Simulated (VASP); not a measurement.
# MgO (Fm-3m) in VASP: a series of runs

MgO is run at these levels: PBE; tasks: single point, relaxation of cell and atoms.

Everything below comes from runs of VASP 6.6.1. Logs are shortened: lines on timing, memory, paths and dates and some standing lists are left out, and cuts for length are marked.

## Step 1: The cell of the first run

Symmetry: Fm-3m, No. 225, cubic system. Conventional cell: a = 4.194 Å, b = 4.194 Å, c = 4.194 Å, α = 90.00°, β = 90.00°, γ = 90.00°. Mg (site symmetry m-3m) has 6 O at 2.10 Å within 2.8 Å. O (site symmetry m-3m) has 6 Mg at 2.10 Å within 2.8 Å.

## Step 2: Single point, PBE

Contents of INCAR:

```
SYSTEM = MgO
ALGO = Normal ; EDIFF = 1E-6
ENCUT = 600 ; GGA = PE
GGA_COMPAT = .False. ; ISIF = 2
ISMEAR = 0 ; LASPH = .True.
LCHARG = .False. ; LREAL = .False.
LWAVE = .False. ; NBANDS = 11
NELM = 120 ; PREC = Accurate
SIGMA = 0.1
```

Contents of KPOINTS:

```
k-points
0
Gamma
  8 8 8
  0 0 0
```

Contents of POSCAR:

```
MgO
1.0
    0.0000000000      2.0970013900      2.0970013900
    2.0970013900      0.0000000000      2.0970013900
    2.0970013900      2.0970013900      0.0000000000
Mg O
1 1
Direct
    0.0000000000      0.0000000000      0.0000000000
    0.5000000000      0.5000000000      0.5000000000
```

Potentials or basis: VASP PAW PBE potentials, release 64 (Mg, O).

Started as:

```bash
$ cat potpaw_PBE.64/Mg/POTCAR potpaw_PBE.64/O/POTCAR > POTCAR
$ mpirun -np 1 vasp_std > vasp.out
```

OUTCAR:

```text
SYSTEM = MgO
   EDIFF = 1E-6
   ENCUT = 600
   GGA = PE
   ISIF = 2
   ISMEAR = 0
   LASPH = .True.
   LREAL = .False.
   NELM = 120
   PREC = Accurate

 ion  position               nearest neighbor table
   1  0.000  0.000  0.000-   2 2.10   2 2.10   2 2.10   2 2.10   2 2.10   2 2.10
   2  0.500  0.500  0.500-   1 2.10   1 2.10   1 2.10   1 2.10   1 2.10   1 2.10

  LATTYP: Found a face centered cubic cell.
 ALAT       =     4.1940027800

  Lattice vectors:

 A1 = (   0.0000000000,   2.0970013900,   2.0970013900)
 A2 = (   2.0970013900,   0.0000000000,   2.0970013900)
 A3 = (   2.0970013900,   2.0970013900,   0.0000000000)

Analysis of symmetry for initial positions (statically):
=====================================================================
 Subroutine PRICEL returns:
 Original cell was already a primitive cell.

 Routine SETGRP: Setting up the symmetry group for a
 face centered cubic supercell.

 Subroutine GETGRP returns: Found 48 space group operations
 (whereof 48 operations were pure point group operations)
 out of a pool of 48 trial point group operations.

The static configuration has the point symmetry O_h .

Analysis of symmetry for dynamics (positions and initial velocities):
=====================================================================
 Subroutine PRICEL returns:
 Original cell was already a primitive cell.

 Routine SETGRP: Setting up the symmetry group for a
 face centered cubic supercell.

 Subroutine GETGRP returns: Found 48 space group operations
 (whereof 48 operations were pure point group operations)
 out of a pool of 48 trial point group operations.

The dynamic configuration has the point symmetry O_h .

 Subroutine INISYM returns: Found 48 space group operations
 (whereof 48 operations are pure point group operations),
 and found     1 'primitive' translations

----------------------------------------------------------------------------------------

                                     Primitive cell

  volume of cell :      18.4428

  direct lattice vectors                    reciprocal lattice vectors
     0.000000000  2.097001390  2.097001390    -0.238435703  0.238435703  0.238435703
     2.097001390  0.000000000  2.097001390     0.238435703 -0.238435703  0.238435703
     2.097001390  2.097001390  0.000000000     0.238435703  0.238435703 -0.238435703

  length of vectors
     2.965607806  2.965607806  2.965607806     0.412982751  0.412982751  0.412982751

  position of ions in fractional coordinates (direct lattice)
     0.000000000  0.000000000  0.000000000
[... 81 lines left out ...]
   NSW    =      0    number of steps for IOM
   IBRION =     -1    ionic relax: 0-MD 1-quasi-New 2-CG
   NFREE  =      0    steps in history (QN), initial steepest desc. (CG)
   ISIF   =      2    stress and relaxation
   ISYM   =      2    0-nonsym 1-usesym 2-fastsym
   POTIM  = 0.5000    time-step for ionic-motion
   TEBEG  =    0.0;   TEEND  =   0.0 temperature during run
   PSTRESS=    0.0 pullay stress
   NELECT =       8.0000    total number of electrons
   NUPDOWN=      -1.0000    fix difference up-down
   EMIN   =  10.00;   EMAX   =-10.00  energy-range for DOS
   EFERMI =   0.00;   METHOD = LEGACY
   ISMEAR =     0;   SIGMA  =   0.10  broadening in eV -4-tet -1-fermi 0-gaus
   EFERMI_NEDOS =   21; number of points for ismear=-14 and -15
   IALGO  =     38    algorithm
   IMIX   =      4    mixing-type and parameters
     AMIX     =   0.40;   BMIX     =  1.00
     AMIX_MAG =   1.60;   BMIX_MAG =  1.00
  volume/ion in A,a.u.               =       9.22        62.23
  Fermi-wavevector in a.u.,A,eV,Ry     =   1.239261  2.341864 20.895389  1.535768
  Thomas-Fermi vector in A             =   2.373752
   LORBIT       =      0    0 simple, 1 ext, 2 COOP (PROOUT), +10 PAW based schemes
   GGA     = PE    functional components
   LHFCALC =     F    Hartree Fock is set to
   AEXX    =    0.0000 exact exchange contribution
   IVDW    =     0    specifies the selected vdW correction
   LEPSILON=     F    determine dielectric tensor
   LRPA    =     F    only Hartree local field effects (RPA)
 non-spin polarized calculation
 Gauss-broadening in eV      SIGMA  =   0.10
  energy-cutoff  :      600.00
  volume of cell :       18.44
 maximum number of plane-waves:       636
   NGX = 11   NGY = 11   NGZ = 11

 number of electron       8.0000004 magnetization

 Free energy of the ion-electron system (eV)
  ---------------------------------------------------
  ext. energy  EPLUGINS =         0.00000000
  ---------------------------------------------------
  free energy    TOTEN  =       -11.90108626 eV

  energy without entropy =      -11.90108626  energy(sigma->0) =      -11.90108626

 E-fermi :   3.8325     XC(G=0): -11.1395

 val. band max:        3.2823652414   @ k =   0.0000   0.0000   0.0000
 cond. band min:       8.1366804553   @ k =   0.0000   0.0000   0.0000
 fundamental gap:      4.8543152139
 Fermi energy:         3.8324620468

 k-point     1 :       0.0000    0.0000    0.0000
  band No.  band energies     occupation
      1     -14.0467      2.00000
      2       3.2824      2.00000
      3       3.2824      2.00000
      4       3.2824      2.00000
      5       8.1367      0.00000
      6      19.1577      0.00000
      7      19.1577      0.00000
      8      19.1577      0.00000
      9      23.1074      0.00000
     10      24.8979      0.00000
     11      24.8979      0.00000
[... 309 lines left out ...]
 k-point    24 :      -0.3750    0.2500    0.1250
  band No.  band energies     occupation
      1     -12.5767      2.00000
      2      -0.7673      2.00000
      3       1.3198      2.00000
      4       2.2789      2.00000
      5      13.0479      0.00000
      6      15.6061      0.00000
      7      16.9142      0.00000
      8      20.3413      0.00000
      9      23.9640      0.00000
     10      25.5359      0.00000
     11      29.6537      0.00000

 [... further k-points ...]
[... 5 lines left out ...]
  --------------------------------------------------------------------------------------
  -------------------------------------------------------------------------------------
  Total        0.6816271      0.6816271      0.6816271      0.0000000      0.0000000     -0.0000000
  in kB       59.2149424     59.2149424     59.2149424      0.0000000      0.0000000     -0.0000000
  external PRESSURE =      59.2149424 kB  Pullay stress =       0.0000000 kB

 VOLUME and BASIS-vectors are now :
 -----------------------------------------------------------------------------
  energy-cutoff  :      600.00
  volume of cell :       18.44
      direct lattice vectors                 reciprocal lattice vectors
     0.000000000  2.097001390  2.097001390    -0.238435703  0.238435703  0.238435703
     2.097001390  0.000000000  2.097001390     0.238435703 -0.238435703  0.238435703
     2.097001390  2.097001390  0.000000000     0.238435703  0.238435703 -0.238435703

 POSITION                                       TOTAL-FORCE (eV/Angst)
 -----------------------------------------------------------------------------------
      0.00000      0.00000      0.00000         0.000000      0.000000      0.000000
      2.09700      2.09700      2.09700         0.000000      0.000000      0.000000
 -----------------------------------------------------------------------------------
    total drift:                               -0.000000     -0.000000      0.000000

  FREE ENERGIE OF THE ION-ELECTRON SYSTEM (eV)
  ---------------------------------------------------
  free  energy   TOTEN  =       -11.9010862570 eV

  energy  without entropy=      -11.9010862570  energy(sigma->0) =      -11.90108626
```

OSZICAR:

```text
N       E                     dE             d eps       ncg     rms          rms(c)
DAV:   1     0.207833886839E+02    0.20783E+02   -0.48021E+03   686   0.723E+02
DAV:   2    -0.125796894430E+02   -0.33363E+02   -0.32455E+02   738   0.151E+02
DAV:   3    -0.134598395583E+02   -0.88015E+00   -0.87889E+00   773   0.221E+01
DAV:   4    -0.134620436713E+02   -0.22041E-02   -0.22040E-02   692   0.127E+00
DAV:   5    -0.134620506033E+02   -0.69320E-05   -0.69319E-05   755   0.707E-02    0.723E+00
DAV:   6    -0.119181212839E+02    0.15439E+01   -0.86772E+00   662   0.163E+01    0.221E+00
DAV:   7    -0.119067068061E+02    0.11414E-01   -0.51205E-02   695   0.210E+00    0.134E+00
DAV:   8    -0.119014313116E+02    0.52755E-02   -0.27005E-02   668   0.187E+00    0.231E-01
DAV:   9    -0.119010908263E+02    0.34049E-03   -0.50589E-04   725   0.159E-01    0.131E-01
DAV:  10    -0.119010846092E+02    0.62171E-05   -0.46750E-04   704   0.164E-01    0.857E-03
DAV:  11    -0.119010863552E+02   -0.17460E-05   -0.22835E-06   719   0.131E-02    0.539E-03
DAV:  12    -0.119010862570E+02    0.98149E-07   -0.57439E-07   379   0.604E-03
   1 F= -.11901086E+02 E0= -.11901086E+02  d E =-.238365E-16
```

Run time: 5.5 s. Hardware: 1 thread of AMD EPYC 7R13 (Zen 3), shared host; peak memory 0.11 GiB.

Results:

| Quantity | Value |
| --- | --- |
| Free energy | -11.9011 eV |
| Pressure | 5.9 GPa |
| Band gap on the k mesh | 4.85 eV, direct |

Expect the measured gap to be larger: semilocal functionals such as PBE lack the derivative discontinuity.

## Step 3: Relaxation of cell and atoms, PBE

Contents of INCAR:

```
SYSTEM = MgO
PREC = Accurate
ENCUT = 600
EDIFF = 1E-6
ISMEAR = 0
SIGMA = 0.02
LREAL = .False.
LASPH = .True.
NELM = 60
ALGO = Normal
ISIF = 3
LWAVE = .False.
LCHARG = .False.
GGA = PE
IBRION = 2
NSW = 100
EDIFFG = -0.005
```

Contents of KPOINTS:

```
Automatic mesh
0
Gamma
  10 10 10
  0 0 0
```

POSCAR is that of step 2.

Potentials or basis: VASP PAW PBE potentials, release 64 (Mg, O).

Started as:

```bash
$ cat potpaw_PBE.64/Mg/POTCAR potpaw_PBE.64/O/POTCAR > POTCAR
$ mpirun -np 1 vasp_std > vasp.out
```

OUTCAR:

```text
SYSTEM = MgO
   PREC = Accurate
   ENCUT = 600
   EDIFF = 1E-6
   ISMEAR = 0
   LREAL = .False.
   LASPH = .True.
   NELM = 60
   ISIF = 3
   GGA = PE
   IBRION = 2
   NSW = 100
   EDIFFG = -0.005

 ion  position               nearest neighbor table
   1  0.000  0.000  0.000-   2 2.10   2 2.10   2 2.10   2 2.10   2 2.10   2 2.10
   2  0.500  0.500  0.500-   1 2.10   1 2.10   1 2.10   1 2.10   1 2.10   1 2.10

  LATTYP: Found a face centered cubic cell.
 ALAT       =     4.1940027800

  Lattice vectors:

 A1 = (   0.0000000000,   2.0970013900,   2.0970013900)
 A2 = (   2.0970013900,   0.0000000000,   2.0970013900)
 A3 = (   2.0970013900,   2.0970013900,   0.0000000000)

Analysis of symmetry for initial positions (statically):
=====================================================================
 Subroutine PRICEL returns:
 Original cell was already a primitive cell.

 Routine SETGRP: Setting up the symmetry group for a
 face centered cubic supercell.

 Subroutine GETGRP returns: Found 48 space group operations
 (whereof 48 operations were pure point group operations)
 out of a pool of 48 trial point group operations.

[... 170 lines left out ...]
  -------------------------------------------------------------------------------------
  Total        0.6790067      0.6790067      0.6790067     -0.0000000      0.0000000     -0.0000000
  in kB       58.9872988     58.9872988     58.9872988     -0.0000000      0.0000000     -0.0000000
  external PRESSURE =      58.9872988 kB  Pullay stress =       0.0000000 kB
[... 59 lines left out ...]
--------------------------------------- Ionic step        3  -------------------------------------------

 number of electron       8.0000004 magnetization

 Free energy of the ion-electron system (eV)
  ---------------------------------------------------
  ext. energy  EPLUGINS =         0.00000000
  ---------------------------------------------------
  free energy    TOTEN  =       -11.91338633 eV

  energy without entropy =      -11.91338633  energy(sigma->0) =      -11.91338633

 E-fermi :   3.1248     XC(G=0): -10.9678

 val. band max:        3.0112831146   @ k =   0.0000   0.0000   0.0000
 cond. band min:       7.5140059753   @ k =   0.0000   0.0000   0.0000
 fundamental gap:      4.5027228607
 Fermi energy:         3.1248026816

 k-point     1 :       0.0000    0.0000    0.0000
  band No.  band energies     occupation
      1     -14.1330      2.00000
      2       3.0113      2.00000
      3       3.0113      2.00000
      4       3.0113      2.00000
      5       7.5140      0.00000
      6      18.6801      0.00000
      7      18.6801      0.00000
      8      18.6801      0.00000
[... 243 lines left out ...]
 k-point    24 :       0.4000    0.3000    0.0000
  band No.  band energies     occupation
      1     -12.9486      2.00000
      2      -0.4876      2.00000
      3       1.7422      2.00000
      4       1.9550      2.00000
      5      12.3561      0.00000
      6      13.1154      0.00000
      7      16.3658      0.00000
      8      20.8830      0.00000

 [... further k-points ...]
[... 5 lines left out ...]
  --------------------------------------------------------------------------------------
  -------------------------------------------------------------------------------------
  Total       -0.0001360     -0.0001360     -0.0001360      0.0000000      0.0000000     -0.0000000
  in kB       -0.0113921     -0.0113921     -0.0113921      0.0000000      0.0000000     -0.0000000
  external PRESSURE =      -0.0113921 kB  Pullay stress =       0.0000000 kB
[... 17 lines left out ...]
  FREE ENERGIE OF THE ION-ELECTRON SYSTEM (eV)
  ---------------------------------------------------
  free  energy   TOTEN  =       -11.9133863305 eV

  energy  without entropy=      -11.9133863305  energy(sigma->0) =      -11.91338633

 reached required accuracy - stopping structural energy minimisation
```

CONTCAR:

```text
MgO
   1.00000000000000
     0.0000000000000000    2.1225590295424221    2.1225590295424217
     2.1225590295424217   -0.0000000000000000    2.1225590295424217
     2.1225590295424217    2.1225590295424221   -0.0000000000000000
  Mg              O
     1     1
Direct
     0.0000000000000000    0.0000000000000000    0.0000000000000000
     0.5000000000000000    0.5000000000000000    0.5000000000000000

  0.00000000E+00  0.00000000E+00  0.00000000E+00
  0.00000000E+00  0.00000000E+00  0.00000000E+00
```

It took 29 s on 1 thread of AMD EPYC 7R13 (Zen 3), shared host; peak memory 0.11 GiB.

What came out:

```
Free energy                            : -11.9134 eV
Relaxed volume                         : 9.56 Å³/atom
Relaxed cell                           : a = 3.002 Å, b = 3.002 Å, c = 3.002 Å, α = 60.00°, β = 60.00°, γ = 60.00°
Space group after relaxing (to 0.05 Å) : Fm-3m (No. 225)
Energy gained by relaxing              : 6.1 meV/atom
Ionic steps                            : 3
Pressure after relaxing                : 0.0 GPa
Band gap on the k mesh                 : 4.50 eV, direct
```

Step by step:
```
step  energy change (eV)  largest force (eV/Å)  pressure (GPa)  volume (Å³)
   1              0.0000                0.0000            5.90        18.44
   2             -0.0108                0.0000           -1.82        19.36
   3             -0.0122                0.0000            0.00        19.13
```

Final structure:
```
CELL_PARAMETERS angstrom
0.00000 2.12256 2.12256
2.12256 0.00000 2.12256
2.12256 2.12256 0.00000
ATOMIC_POSITIONS crystal
Mg 0.00000 0.00000 0.00000
O 0.50000 0.50000 0.50000
```

(Part 1 of 2 ends here.)
